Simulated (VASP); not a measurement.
# Pt (Im-3m) in VASP: a series of runs

Runs on Pt. Level: PBE. Tasks: single point.

Everything below comes from runs of VASP 6.6.1. Logs are shortened: lines on timing, memory, paths and dates and some standing lists are left out, and cuts for length are marked.

### 1 The cell of the first run

The structure is cubic, space group Im-3m (No. 229). The conventional cell has a = 3.168 Å, b = 3.168 Å, c = 3.168 Å, α = 90.00°, β = 90.00°, γ = 90.00°. Within 3.6 Å of Pt (site symmetry m-3m) lie 14 Pt at 2.74 to 3.17 Å.

### 2 Single point, PBE

File INCAR:

```
SYSTEM = Pt
PREC     = Accurate       ! precision mode
ENCUT    = 500            ! plane-wave cutoff, eV
EDIFF    = 1E-6           ! SCF threshold, eV
ISMEAR   = 0              ! smearing method
SIGMA    = 0.026000000000000002 ! smearing width, eV
LREAL    = .False.        ! projectors in reciprocal space
LASPH    = .True.         ! aspherical terms in the spheres
NELM     = 120            ! most SCF steps
ALGO     = Normal         ! electronic algorithm
ISIF     = 2              ! what is computed and relaxed
LWAVE    = .False.        ! write WAVECAR
LCHARG   = .False.        ! write CHGCAR
GGA      = PE             ! functional
NBANDS   = 11             ! bands
GGA_COMPAT= .False.
```

File KPOINTS:

```
Automatic mesh
0
Gamma
  12 12 12
  0 0 0
```

File POSCAR:

```
Pt
1.0
   -1.5842200000      1.5842200000      1.5842200000
    1.5842200000     -1.5842200000      1.5842200000
    1.5842200000      1.5842200000     -1.5842200000
Pt
1
Direct
    0.0000000000      0.0000000000      0.0000000000
```

Potentials or basis: VASP PAW PBE potentials, release 64 (Pt).

Command:

```console
$ cat potpaw_PBE.64/Pt/POTCAR > POTCAR
$ mpirun -np 1 vasp_std > vasp.out
```

OUTCAR:

```text
SYSTEM = Pt
   PREC = Accurate
   ENCUT = 500
   EDIFF = 1E-6
   ISMEAR = 0
   LREAL = .False.
   LASPH = .True.
   NELM = 120
   ISIF = 2
   GGA = PE

 ion  position               nearest neighbor table
   1  0.000  0.000  0.000-

  LATTYP: Found a body centered cubic cell.
 ALAT       =     3.1684400000

  Lattice vectors:

 A1 = (  -1.5842200000,   1.5842200000,   1.5842200000)
 A2 = (   1.5842200000,  -1.5842200000,   1.5842200000)
 A3 = (   1.5842200000,   1.5842200000,  -1.5842200000)

Analysis of symmetry for initial positions (statically):
=====================================================================
 Subroutine PRICEL returns:
 Original cell was already a primitive cell.

 Routine SETGRP: Setting up the symmetry group for a
 body centered cubic supercell.

 Subroutine GETGRP returns: Found 48 space group operations
[... 9 lines left out ...]

 Routine SETGRP: Setting up the symmetry group for a
 body centered cubic supercell.

 Subroutine GETGRP returns: Found 48 space group operations
[... 11 lines left out ...]
                                     Primitive cell

  volume of cell :      15.9040

  direct lattice vectors                    reciprocal lattice vectors
    -1.584220000  1.584220000  1.584220000     0.000000000  0.315612731  0.315612731
     1.584220000 -1.584220000  1.584220000     0.315612731  0.000000000  0.315612731
     1.584220000  1.584220000 -1.584220000     0.315612731  0.315612731  0.000000000

  length of vectors
     2.743949530  2.743949530  2.743949530     0.446343804  0.446343804  0.446343804

  position of ions in fractional coordinates (direct lattice)
     0.000000000  0.000000000  0.000000000

  ion indices of the primitive-cell ions
   primitive index   ion index
                 1           1

----------------------------------------------------------------------------------------

 KPOINTS: Automatic mesh

Automatic generation of k-mesh.
 Grid dimensions read from file:
 generate k-points for:   12   12   12

 Generating k-lattice:

  Cartesian coordinates                     Fractional coordinates (reciprocal lattice)
     0.000000000  0.026301061  0.026301061     0.083333333  0.000000000  0.000000000
     0.026301061  0.000000000  0.026301061     0.000000000  0.083333333  0.000000000
     0.026301061  0.026301061  0.000000000     0.000000000  0.000000000  0.083333333

  Length of vectors
     0.037195317  0.037195317  0.037195317

  Shift w.r.t. Gamma in fractional coordinates (k-lattice)
     0.000000000  0.000000000  0.000000000

 Subroutine IBZKPT returns following result:
 ===========================================

 Found     72 irreducible k-points:

 Following reciprocal coordinates:
            Coordinates               Weight
  0.000000  0.000000  0.000000      1.000000
  0.083333  0.000000  0.000000     12.000000
  0.166667  0.000000  0.000000     12.000000
  0.250000  0.000000  0.000000     12.000000
  0.333333  0.000000  0.000000     12.000000
  0.416667  0.000000  0.000000     12.000000
[... 16 lines left out ...]
  0.333333  0.083333  0.083333     24.000000
  0.416667  0.083333  0.083333     12.000000
 [... further k-points ...]
   k-points           NKPTS =     72   k-points in BZ     NKDIM =     72   number of bands    NBANDS=     11
   number of dos      NEDOS =    301   number of ions     NIONS =      1
   total plane-waves  NPLWV =   8000
   dimension x,y,z NGX =    20 NGY =   20 NGZ =   20
   dimension x,y,z NGXF=    40 NGYF=   40 NGZF=   40
   ions per type =               1
   NGX,Y,Z   is equivalent  to a cutoff of  12.12, 12.12, 12.12 a.u.
   NGXF,Y,Z  is equivalent  to a cutoff of  24.23, 24.23, 24.23 a.u.
 SYSTEM =  Pt
   PREC   = accura    normal or accurate (medium, high low for compatibility)
   ISTART =      0    job   : 0-new  1-cont  2-samecut
   ICHARG =      2    charge: 1-file 2-atom 10-const
   ISPIN  =      1    spin polarized calculation?
   LNONCOLLINEAR =      F non collinear calculations
   LSORBIT =      F    spin-orbit coupling
   LASPH  =      T    aspherical Exc in radial PAW
   ENCUT  =  500.0 eV  36.75 Ry    6.06 a.u.   5.00  5.00  5.00*2*pi/ulx,y,z
   NELM   =    120;   NELMIN=  2; NELMDL= -5     # of ELM steps
   EDIFF  = 0.1E-05   stopping-criterion for ELM
   LREAL  =      F    real-space projection
   EDIFFG = 0.1E-04   stopping-criterion for IOM
   NSW    =      0    number of steps for IOM
   IBRION =     -1    ionic relax: 0-MD 1-quasi-New 2-CG
   NFREE  =      0    steps in history (QN), initial steepest desc. (CG)
   ISIF   =      2    stress and relaxation
   ISYM   =      2    0-nonsym 1-usesym 2-fastsym
   POTIM  = 0.5000    time-step for ionic-motion
   TEBEG  =    0.0;   TEEND  =   0.0 temperature during run
   PSTRESS=    0.0 pullay stress
   NELECT =      10.0000    total number of electrons
   NUPDOWN=      -1.0000    fix difference up-down
   EMIN   =  10.00;   EMAX   =-10.00  energy-range for DOS
   EFERMI =   0.00;   METHOD = LEGACY
   ISMEAR =     0;   SIGMA  =   0.03  broadening in eV -4-tet -1-fermi 0-gaus
   EFERMI_NEDOS =   21; number of points for ismear=-14 and -15
   IALGO  =     38    algorithm
   IMIX   =      4    mixing-type and parameters
     AMIX     =   0.40;   BMIX     =  1.00
     AMIX_MAG =   1.60;   BMIX_MAG =  1.00
  volume/ion in A,a.u.               =      15.90       107.33
  Fermi-wavevector in a.u.,A,eV,Ry     =   1.402510  2.650360 26.763132  1.967035
  Thomas-Fermi vector in A             =   2.525265
   LORBIT       =      0    0 simple, 1 ext, 2 COOP (PROOUT), +10 PAW based schemes
   GGA     = PE    functional components
   LHFCALC =     F    Hartree Fock is set to
   AEXX    =    0.0000 exact exchange contribution
   IVDW    =     0    specifies the selected vdW correction
   LEPSILON=     F    determine dielectric tensor
   LRPA    =     F    only Hartree local field effects (RPA)
 non-spin polarized calculation
 Gauss-broadening in eV      SIGMA  =   0.03
  energy-cutoff  :      500.00
  volume of cell :       15.90
 maximum number of plane-waves:       420
   NGX =  9   NGY =  9   NGZ =  9

 number of electron      10.0000000 magnetization

 Free energy of the ion-electron system (eV)
  ---------------------------------------------------
  ext. energy  EPLUGINS =         0.00000000
  ---------------------------------------------------
  free energy    TOTEN  =        -6.01650175 eV

  energy without entropy =       -6.01634786  energy(sigma->0) =       -6.01642481

 E-fermi :   9.9642     XC(G=0): -13.1651

 val. band max:        9.9599669919   @ k =   0.5000   0.5000   0.4167
 cond. band min:      10.0460452036   @ k =  -0.4167  -0.4167   0.1667
 fundamental gap:      0.0860782117
 Fermi energy:         9.9641818954

 k-point     1 :       0.0000    0.0000    0.0000
  band No.  band energies     occupation
      1       0.6544      2.00000
      2       6.6379      2.00000
      3       6.6379      2.00000
      4       6.6379      2.00000
      5       9.0951      2.00000
      6       9.0951      2.00000
      7      27.1840      0.00000
      8      27.1840      0.00000
      9      27.1840      0.00000
     10      37.1363      0.00000
     11      37.1388      0.00000

 k-point     2 :       0.0833    0.0000    0.0000
  band No.  band energies     occupation
      1       0.9337      2.00000
      2       6.5300      2.00000
      3       6.6366      2.00000
      4       6.8605      2.00000
      5       8.9608      2.00000
      6       9.1027      2.00000
      7      27.2986      0.00000
      8      27.3727      0.00000
      9      27.5929      0.00000
     10      34.3714      0.00000
     11      34.8380      0.00000

 k-point     3 :       0.1667    0.0000    0.0000
  band No.  band energies     occupation
      1       1.7141      2.00000
      2       6.2472      2.00000
      3       6.6109      2.00000
      4       7.5053      2.00000
      5       8.7266      2.00000
      6       9.1326      2.00000
      7      27.0255      0.00000
      8      27.1907      0.00000
      9      28.7552      0.00000
     10      32.5700      0.00000
     11      32.7571      0.00000

 k-point     4 :       0.2500    0.0000    0.0000
  band No.  band energies     occupation
      1       2.7483      2.00000
      2       5.8857      2.00000
      3       6.6822      2.00000
      4       8.4926      2.00000
      5       8.6724      2.00000
      6       9.1959      2.00000
      7      24.5133      0.00000
      8      26.1207      0.00000
      9      30.4899      0.00000
     10      31.5505      0.00000
     11      32.5345      0.00000

 k-point     5 :       0.3333    0.0000    0.0000
  band No.  band energies     occupation
      1       3.4567      2.00000
      2       5.5485      2.00000
      3       7.4312      2.00000
      4       8.8368      2.00000
      5       9.2872      2.00000
      6       9.6559      2.00000
      7      21.0819      0.00000
      8      24.7241      0.00000
      9      28.7532      0.00000
     10      32.4955      0.00000
     11      33.3982      0.00000
[... 211 lines left out ...]
 k-point    21 :       0.1667    0.0833    0.0833
  band No.  band energies     occupation
      1       3.2329      2.00000
      2       5.8097      2.00000
      3       6.0565      2.00000
      4       8.8507      2.00000
      5       9.1345      2.00000
      6       9.4484      2.00000
      7      24.5546      0.00000
      8      25.8002      0.00000
      9      26.8950      0.00000
     10      29.6070      0.00000
     11      36.0553      0.00000

 k-point    22 :       0.2500    0.0833    0.0833
  band No.  band energies     occupation
      1       3.9821      2.00000
      2       5.5025      2.00000
      3       6.5344      2.00000
      4       8.9174      2.00000
      5       9.2872      2.00000
      6      10.9024      0.00000
      7      20.9176      0.00000
      8      24.4888      0.00000
      9      25.6217      0.00000
     10      31.3616      0.00000
     11      36.4580      0.00000

 k-point    23 :       0.3333    0.0833    0.0833
  band No.  band energies     occupation
      1       4.0868      2.00000
      2       5.3029      2.00000
      3       7.7667      2.00000
      4       9.0268      2.00000
      5       9.3894      2.00000
      6      12.4146      0.00000
      7      17.7128      0.00000
      8      23.5620      0.00000
      9      24.4635      0.00000
     10      33.1831      0.00000
     11      35.1625      0.00000

 k-point    24 :       0.4167    0.0833    0.0833
  band No.  band energies     occupation
      1       4.0543      2.00000
      2       5.2339      2.00000
      3       8.5067      2.00000
      4       9.0487      2.00000
      5       9.4263      2.00000
      6      13.4419      0.00000
      7      15.9732      0.00000
      8      23.2321      0.00000
      9      23.9559      0.00000
     10      34.0662      0.00000
     11      34.6444      0.00000

 [... further k-points ...]
[... 5 lines left out ...]
  --------------------------------------------------------------------------------------
  -------------------------------------------------------------------------------------
  Total       -0.1849535     -0.1849535     -0.1849535      0.0000000     -0.0000000      0.0000000
  in kB      -18.6323044    -18.6323044    -18.6323044      0.0000000     -0.0000000      0.0000000
  external PRESSURE =     -18.6323044 kB  Pullay stress =       0.0000000 kB

 VOLUME and BASIS-vectors are now :
 -----------------------------------------------------------------------------
  energy-cutoff  :      500.00
  volume of cell :       15.90
      direct lattice vectors                 reciprocal lattice vectors
    -1.584220000  1.584220000  1.584220000     0.000000000  0.315612731  0.315612731
     1.584220000 -1.584220000  1.584220000     0.315612731  0.000000000  0.315612731
     1.584220000  1.584220000 -1.584220000     0.315612731  0.315612731  0.000000000

 POSITION                                       TOTAL-FORCE (eV/Angst)
 -----------------------------------------------------------------------------------
      0.00000      0.00000      0.00000        -0.000000     -0.000000      0.000000
 -----------------------------------------------------------------------------------
    total drift:                                0.000000     -0.000000      0.000000

  FREE ENERGIE OF THE ION-ELECTRON SYSTEM (eV)
  ---------------------------------------------------
  free  energy   TOTEN  =        -6.0165017529 eV

  energy  without entropy=       -6.0163478597  energy(sigma->0) =       -6.01642481
```

It took 14 s on 1 thread of AMD EPYC 7R13, shared host; peak memory 0.1 GiB.

What came out:

| Property | Result |
| --- | --- |
| Free energy | -6.0165 eV |
| Pressure | -1.9 GPa |
| Band gap on the k mesh | zero (band 5 reaches 11.08 eV, above the bottom of band 6 at 8.94 eV) |

Levels at points of the mesh, in eV from the Fermi level:
| k point | band 3 | band 4 | band 5 | band 6 | band 7 | band 8 |
| --- | --- | --- | --- | --- | --- | --- |
| (0.00, 0.00, 0.00) | -3.33 | -3.33 | -0.87 | -0.87 | 17.22 | 17.22 |
| (0.50, 0.00, 0.00) | -1.05 | -0.55 | 0.41 | 1.15 | 6.36 | 13.38 |
| (0.50, 0.50, 0.50) | 0.63 | 0.63 | 0.63 | 7.77 | 7.77 | 7.77 |

Caveat: spin-orbit coupling is left out, which moves the levels of the heavy elements.

### 3 Single point, PBE

File INCAR:

```
PREC = Accurate
ENCUT = 500
EDIFF = 1E-6
ISMEAR = 0
SIGMA = 0.019000000000000003
LREAL = False
LASPH = True
NELM = 120
ALGO = Normal
ISIF = 2
LWAVE = False
LCHARG = False
GGA = PE
NBANDS = 11
GGA_COMPAT = False
```

File KPOINTS:

```
regular mesh
0
Gamma
  12 12 12
```

POSCAR is that of step 2.

Potentials or basis: VASP PAW PBE potentials, release 64 (Pt).

Command:

```console
$ cat potpaw_PBE.64/Pt/POTCAR > POTCAR
$ mpirun -np 1 vasp_std > vasp.out
```

Run time: 18 s. Hardware: 1 thread of AMD EPYC 7R13, shared host; peak memory 0.1 GiB.

It converged, with:

```yaml
Free_energy: -6.0165 eV
Pressure: -1.9 GPa
Band_gap_on_the_k_mesh: zero (band 5 reaches 11.08 eV, above the bottom of band 6 at 8.94 eV)
```

Levels at points of the mesh, in eV from the Fermi level:
```
           k point  band 1  band 2  band 3  band 4  band 5  band 6  band 7  band 8  band 9  band 10
(0.00, 0.00, 0.00)   -9.31   -3.32   -3.32   -3.32   -0.87   -0.87   17.22   17.22   17.22    27.18
(0.50, 0.00, 0.00)   -6.38   -4.73   -1.05   -0.55    0.41    1.15    6.36   13.39   15.92    24.11
(0.50, 0.50, 0.50)   -5.88   -5.88    0.64    0.64    0.64    7.78    7.78    7.78   12.81    19.05
```

Caveat: spin-orbit coupling is left out, which moves the levels of the heavy elements.

[end of part 1 of 2]
